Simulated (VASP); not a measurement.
V:

```xyz
2
Lattice="2.6043 0.0000 0.0000 -1.3021 2.2554 0.0000 0.0000 0.0000 4.7233" Properties=species:S:1:pos:R:3 pbc="T T T"
V     0.0000    1.5036    1.1808
V     1.3021    0.7518    3.5425
```

Program: VASP 6.6.1. Alike in all runs: task single point; cell as given; cutoff (eV) 520; smearing fermi-dirac 0.05 eV.

Problem. Order these runs on this cell by their pressure, lowest first.
A. level PBE; potentials or basis VASP PAW PBE potentials, release 64 (V_sv); spin collinear, ferromagnetic start; fixed moment (μB) 2.0; k mesh 10 × 10 × 5
B. level PBE; potentials or basis VASP PAW PBE potentials, release 64 (V_sv); spin collinear, ferromagnetic start; fixed moment (μB) 6.0; k mesh 10 × 10 × 5
C. level PBEsol; potentials or basis VASP PAW PBE potentials, release 64 (V_sv); spin collinear, ferromagnetic start; k mesh 12 × 12 × 6
D. level LDA; potentials or basis VASP PAW LDA potentials, release 64 (V_sv); spin collinear, ferromagnetic start; k mesh 12 × 12 × 6
E. level PBE; potentials or basis VASP PAW PBE potentials, release 64 (V_sv); spin collinear, ferrimagnetic start; k mesh 12 × 12 × 6

Solution. D (-12.6 GPa), C (-7.0 GPa), E (-0.3 GPa), A (4.0 GPa), B (36.5 GPa).

Caveats: the total moment is fixed, so each spin has its own Fermi level (some runs); the PAW data sets were made with another functional, which shifts forces and pressure a little (some runs).
